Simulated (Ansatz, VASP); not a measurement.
# CsI in VASP and in Ansatz

```
Cs I
1.0
     4.65543    0.00000    0.00000
     0.00000    4.65543    0.00000
     0.00000    0.00000    4.65543
Cs I
1 1
Direct
  0.00000 0.00000 0.00000
  0.50000 0.50000 0.50000
```

Alike in both runs: functional PBE; k mesh 6 × 6 × 6; occupations gaussian, width 0.02 eV; no spin polarisation.

Ansatz relaxed the structure, and its values are those at the end. VASP's run is a single point on that final structure, the one shown.

|  | VASP | Ansatz |
| --- | --- | --- |
| version | VASP 6.6.1 | Ansatz 0.2.0 |
| potentials or method | VASP PAW PBE potentials, release 64 (Cs_sv, I), cutoff 500 eV | scalar-relativistic, plane waves, PAW |
| valence electrons in the cell | 16 | 26 |

```tsv
	VASP	Ansatz	Ansatz less VASP
gap on the k mesh at the Fermi level (eV)	3.70	3.71	+0.012
least direct gap on the mesh (eV)	3.79	3.80	+0.009
pressure (GPa)	0.1	0.1	-0.03
```

VASP's potentials hold 16 valence electrons a cell and Ansatz's 26, so a difference there can come from the potentials and not from the codes.

Spin-orbit coupling is off throughout.
